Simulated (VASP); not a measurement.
# C (P6_3/mmc) in VASP: a series of runs

Runs on C. Level: revPBE. Tasks: single point, relaxation of cell and atoms.

Program: VASP 6.6.1. These are calculated values, not measurements. Logs are shortened: lines on timing, memory, paths and dates and some standing lists are left out, and cuts for length are marked.

## (1) The cell of the first run

Symmetry: P6_3/mmc, No. 194, hexagonal system. Conventional cell: a = 2.521 Å, b = 2.521 Å, c = 4.194 Å, α = 90.00°, β = 90.00°, γ = 120.00°. Within 2.1 Å of C (site symmetry 3m) lie 4 C at 1.55 to 1.57 Å.

## (2) Single point, revPBE

INCAR

```
ALGO = Normal ; EDIFF = 1E-6
ENCUT = 520 ; GGA = RE
ISIF = 2 ; ISMEAR = -1
LASPH = True ; LCHARG = True
LELF = True ; LREAL = False
LVHAR = True ; LWAVE = False
NBANDS = 16 ; NELM = 60
PREC = Accurate ; SIGMA = 0.05
```

KPOINTS

```
k-points
0
Gamma
  8 8 4
```

POSCAR

```
C
1.0
    2.5207743153      0.0000000000      0.0000000000
   -1.2603871576      2.1830545942      0.0000000000
    0.0000000000      0.0000000000      4.1943683861
C
4
Direct
    0.3333333333      0.6666666667      0.0627000020
    0.6666666667      0.3333333333      0.5627000020
    0.3333333333      0.6666666667      0.4372999980
    0.6666666667      0.3333333333      0.9372999980
```

Potentials or basis: VASP PAW PBE potentials, release 64 (C).

On the command line:

```
> cat potpaw_PBE.64/C/POTCAR > POTCAR
> mpirun -np 1 vasp_std > vasp.out
```

OUTCAR:

```text
EDIFF = 1E-6
   ENCUT = 520
   GGA = RE
   ISIF = 2
   ISMEAR = -1
   LASPH = True
   LREAL = False
   NELM = 60
   PREC = Accurate

 ion  position               nearest neighbor table
   1  0.333  0.667  0.063-   4 1.55   4 1.55   4 1.55   3 1.57
   2  0.667  0.333  0.563-   3 1.55   3 1.55   3 1.55   4 1.57
   3  0.333  0.667  0.437-   2 1.55   2 1.55   2 1.55   1 1.57
   4  0.667  0.333  0.937-   1 1.55   1 1.55   1 1.55   2 1.57

  LATTYP: Found a hexagonal cell.
 ALAT       =     2.5207743153
 C/A-ratio  =     1.6639206297

  Lattice vectors:

 A1 = (   2.5207743153,   0.0000000000,   0.0000000000)
 A2 = (  -1.2603871576,   2.1830545942,   0.0000000000)
 A3 = (   0.0000000000,   0.0000000000,   4.1943683861)

Analysis of symmetry for initial positions (statically):
=====================================================================
 Subroutine PRICEL returns:
 Original cell was already a primitive cell.

 Routine SETGRP: Setting up the symmetry group for a
 hexagonal supercell.

 Subroutine GETGRP returns: Found 24 space group operations
 (whereof 12 operations were pure point group operations)
 out of a pool of 24 trial point group operations.

The static configuration has the point symmetry D_3d.
 The point group associated with its full space group is D_6h.

Analysis of symmetry for dynamics (positions and initial velocities):
=====================================================================
 Subroutine PRICEL returns:
 Original cell was already a primitive cell.

 Routine SETGRP: Setting up the symmetry group for a
 hexagonal supercell.

 Subroutine GETGRP returns: Found 24 space group operations
 (whereof 12 operations were pure point group operations)
 out of a pool of 24 trial point group operations.

The dynamic configuration has the point symmetry D_3d.
 The point group associated with its full space group is D_6h.

 Subroutine INISYM returns: Found 24 space group operations
 (whereof 12 operations are pure point group operations),
 and found     1 'primitive' translations

----------------------------------------------------------------------------------------

                                     Primitive cell

  volume of cell :      23.0816

  direct lattice vectors                    reciprocal lattice vectors
[... 86 lines left out ...]
   LNONCOLLINEAR =      F non collinear calculations
   LSORBIT =      F    spin-orbit coupling
   LASPH  =      T    aspherical Exc in radial PAW
   ENCUT  =  520.0 eV  38.22 Ry    6.18 a.u.   4.69  4.69  7.80*2*pi/ulx,y,z
   NELM   =     60;   NELMIN=  2; NELMDL= -5     # of ELM steps
   EDIFF  = 0.1E-05   stopping-criterion for ELM
   LREAL  =      F    real-space projection
   EDIFFG = 0.1E-04   stopping-criterion for IOM
   NSW    =      0    number of steps for IOM
   IBRION =     -1    ionic relax: 0-MD 1-quasi-New 2-CG
   NFREE  =      0    steps in history (QN), initial steepest desc. (CG)
   ISIF   =      2    stress and relaxation
   ISYM   =      2    0-nonsym 1-usesym 2-fastsym
   POTIM  = 0.5000    time-step for ionic-motion
   TEBEG  =    0.0;   TEEND  =   0.0 temperature during run
   PSTRESS=    0.0 pullay stress
   NELECT =      16.0000    total number of electrons
   NUPDOWN=      -1.0000    fix difference up-down
   EMIN   =  10.00;   EMAX   =-10.00  energy-range for DOS
   EFERMI =   0.00;   METHOD = LEGACY
   ISMEAR =    -1;   SIGMA  =   0.05  broadening in eV -4-tet -1-fermi 0-gaus
   EFERMI_NEDOS =   21; number of points for ismear=-14 and -15
   IALGO  =     38    algorithm
   IMIX   =      4    mixing-type and parameters
     AMIX     =   0.40;   BMIX     =  1.00
     AMIX_MAG =   1.60;   BMIX_MAG =  1.00
  volume/ion in A,a.u.               =       5.77        38.94
  Fermi-wavevector in a.u.,A,eV,Ry     =   1.448860  2.737949 28.561289  2.099196
  Thomas-Fermi vector in A             =   2.566653
   LORBIT       =      0    0 simple, 1 ext, 2 COOP (PROOUT), +10 PAW based schemes
   GGA     = RE    functional components
   LHFCALC =     F    Hartree Fock is set to
   AEXX    =    0.0000 exact exchange contribution
   IVDW    =     0    specifies the selected vdW correction
   LEPSILON=     F    determine dielectric tensor
   LRPA    =     F    only Hartree local field effects (RPA)
 non-spin polarized calculation
  energy-cutoff  :      520.00
  volume of cell :       23.08
 maximum number of plane-waves:       640
 NGX is ok and might be reduce to    20
   NGX =  9   NGY =  9   NGZ = 15

 number of electron      16.0000000 magnetization

 Free energy of the ion-electron system (eV)
  ---------------------------------------------------
  ext. energy  EPLUGINS =         0.00000000
  ---------------------------------------------------
  free energy    TOTEN  =       -34.66232382 eV

  energy without entropy =      -34.66232382  energy(sigma->0) =      -34.66232382

 E-fermi :  10.9219     XC(G=0): -13.0977

 val. band max:        9.8536508606   @ k =   0.0000   0.0000   0.0000
 cond. band min:      13.6254403250   @ k =   0.3750   0.2500   0.0000
 fundamental gap:      3.7717894645
 Fermi energy:        10.9218861143

 k-point     1 :       0.0000    0.0000    0.0000
  band No.  band energies     occupation
      1     -11.7562      2.00000
      2      -6.2852      2.00000
      3      -3.6511      2.00000
      4       6.8139      2.00000
      5       6.8139      2.00000
      6       9.3961      2.00000
[... 433 lines left out ...]
      3      -0.7277      2.00000
      4      -0.7277      2.00000
      5       4.7582      2.00000
      6       4.7582      2.00000
[... 8 lines left out ...]
     15      25.2575      0.00000
     16      25.2575      0.00000

 [... further k-points ...]
[... 5 lines left out ...]
  --------------------------------------------------------------------------------------
  -------------------------------------------------------------------------------------
  Total        0.0772734      0.0772734      0.0611358      0.0000000      0.0000000      0.0000000
  in kB        5.3638367      5.3638367      4.2436636      0.0000000      0.0000000      0.0000000
  external PRESSURE =       4.9904457 kB  Pullay stress =       0.0000000 kB

 VOLUME and BASIS-vectors are now :
 -----------------------------------------------------------------------------
  energy-cutoff  :      520.00
  volume of cell :       23.08
      direct lattice vectors                 reciprocal lattice vectors
     2.520774315  0.000000000  0.000000000     0.396703503  0.229036874  0.000000000
    -1.260387158  2.183054594  0.000000000     0.000000000  0.458073748  0.000000000
     0.000000000  0.000000000  4.194368386     0.000000000  0.000000000  0.238414919

 POSITION                                       TOTAL-FORCE (eV/Angst)
 -----------------------------------------------------------------------------------
     -0.00000      1.45537      0.26299         0.000000      0.000000      0.004401
      1.26039      0.72768      2.36017         0.000000     -0.000000      0.004401
     -0.00000      1.45537      1.83420        -0.000000      0.000000     -0.004401
      1.26039      0.72768      3.93138        -0.000000     -0.000000     -0.004401
 -----------------------------------------------------------------------------------
    total drift:                               -0.000000      0.000000     -0.000000

  FREE ENERGIE OF THE ION-ELECTRON SYSTEM (eV)
  ---------------------------------------------------
  free  energy   TOTEN  =       -34.6623238202 eV

  energy  without entropy=      -34.6623238202  energy(sigma->0) =      -34.66232382
```

stdout:

```text
POSCAR found type information on POSCAR C
 POSCAR found :  1 types and       4 ions
 scaLAPACK will be used
 -----------------------------------------------------------------------------
|                                                                             |
|                                                                             |
|     You enforced a specific xc type in the INCAR file but a different       |
|     I HOPE YOU KNOW WHAT YOU ARE DOING!                                     |
|                                                                             |
 -----------------------------------------------------------------------------

 LDA part: xc-table for (Slater+PW92), standard interpolation
 POSCAR, INCAR and KPOINTS ok, starting setup
 FFT: planning ... GRIDC
 FFT: planning ... GRID_SOFT
 FFT: planning ... GRID
 WAVECAR not read
 entering main loop
```

Wall time 5 s (1 thread of Intel Xeon 6975P-C (Granite Rapids), shared host); peak memory 0.13 GiB.

What came out:

```
Free energy            : -34.6623 eV
Pressure               : 0.5 GPa
Largest force          : 0.004 eV/Å
Band gap on the k mesh : 3.77 eV, indirect (least direct gap 4.94 eV)
```

Forces in eV/Å, atoms in the order of the input:
```
C    0.000  0.000  0.004
C    0.000  0.000  0.004
C    0.000  0.000 -0.004
C    0.000  0.000 -0.004
```

Stress tensor (GPa, compression positive):
```
0.54 0.00 0.00
0.00 0.54 0.00
0.00 0.00 0.42
```

Levels at points of the mesh, in eV from the valence-band top:
```
           k point  band 5  band 6  band 7  band 8  band 9  band 10  band 11  band 12
(0.00, 0.00, 0.00)   -3.04   -0.46    0.00    0.00    4.94     4.94     5.31     7.87
(0.50, 0.00, 0.00)   -9.13   -6.37   -5.83   -3.09    4.44     8.11     8.24     8.32
(0.00, 0.00, 0.50)   -1.82   -1.82   -1.82   -1.82    7.20     7.20     7.20     7.20
(0.50, 0.00, 0.50)   -5.02   -5.02   -4.75   -4.75    5.83     5.83     6.43     6.43
```

Caveat: the PAW data sets were made with another functional, which shifts forces and pressure a little. A k mesh can miss the band edges.

## (3) Relaxation of cell and atoms, revPBE

This run uses another cell than the first one, of 5.66 Å³/atom, 0.982 times its volume.

INCAR

```
ALGO = Normal
EDIFF = 1E-6
EDIFFG = -0.01
ENCUT = 600
GGA = RE
IBRION = 2
ISIF = 3
ISMEAR = -1
LASPH = T
LCHARG = F
LREAL = F
LWAVE = F
NELM = 100
NSW = 80
PREC = Accurate
SIGMA = 0.05
```

KPOINTS is that of step 2.

POSCAR

```
C
1.0
    2.5199982604      0.0000000000      0.0000000000
   -1.2599991302      2.1823825110      0.0000000000
    0.0000000000      0.0000000000      4.1200000000
C
4
Direct
    0.3333333333      0.6666666667      0.0625000000
    0.6666666667      0.3333333333      0.5625000000
    0.3333333333      0.6666666667      0.4375000000
    0.6666666667      0.3333333333      0.9375000000
```

Potentials or basis: VASP PAW PBE potentials, release 64 (C).

On the command line:

```
> cat potpaw_PBE.64/C/POTCAR > POTCAR
> mpirun -np 1 vasp_std > vasp.out
```

Run time: 11 s. Hardware: 1 thread of Intel Xeon 6975P-C (Granite Rapids), shared host; peak memory 0.13 GiB.

The run converged. Its results:

```yaml
Free_energy: -34.6711 eV
Relaxed_volume: 5.77 Å³/atom
Relaxed_cell: a = 2.521 Å, b = 2.521 Å, c = 4.193 Å, α = 90.00°, β = 90.00°, γ = 120.00°
Space_group_after_relaxing_to_0.05_Å: P6_3/mmc (No. 194)
Energy_gained_by_relaxing: 7.4 meV/atom
Ionic_steps: 4
Pressure_after_relaxing: -0.1 GPa
Largest_force_after_relaxing: 0.004 eV/Å
Band_gap_on_the_k_mesh: 3.77 eV, indirect (least direct gap 4.94 eV)
```

Forces in eV/Å, atoms in the order of the input:
```
C    0.000  0.000 -0.004
C    0.000  0.000 -0.004
C    0.000  0.000  0.004
C    0.000  0.000  0.004
```

Stress tensor (GPa, compression positive):
```
-0.18  0.00  0.00
 0.00 -0.18  0.00
 0.00  0.00  0.16
```

Step by step:
| step | energy change (eV) | largest force (eV/Å) | pressure (GPa) | volume (Å³) |
| --- | --- | --- | --- | --- |
| 1 | 0.0000 | 0.0410 | 8.23 | 22.66 |
| 2 | 0.0135 | 0.1348 | -9.26 | 23.61 |
| 3 | -0.0295 | 0.0049 | -0.23 | 23.09 |
| 4 | -0.0295 | 0.0037 | -0.07 | 23.08 |

Final structure:
```
C
1.0
     2.52089    0.00000    0.00000
    -1.26045    2.18316    0.00000
     0.00000    0.00000    4.19326
C
4
Direct
  0.33333 0.66667 0.06272
  0.66667 0.33333 0.56272
  0.33333 0.66667 0.43728
  0.66667 0.33333 0.93728
```

Levels at points of the mesh, in eV from the valence-band top:
```tsv
k point	band 4	band 5	band 6	band 7	band 8	band 9	band 10	band 11	band 12
(0.00, 0.00, 0.00)	-3.04	-3.04	-0.46	0.00	0.00	4.94	4.94	5.32	7.86
(0.50, 0.00, 0.00)	-9.93	-9.14	-6.37	-5.84	-3.09	4.44	8.11	8.24	8.32
(0.00, 0.00, 0.50)	-6.96	-1.82	-1.82	-1.82	-1.82	7.19	7.19	7.19	7.19
(0.50, 0.00, 0.50)	-12.86	-5.03	-5.03	-4.75	-4.75	5.83	5.83	6.44	6.44
```

Caveat: the PAW data sets were made with another functional, which shifts forces and pressure a little. Zero-point motion and thermal expansion aren't in these numbers.
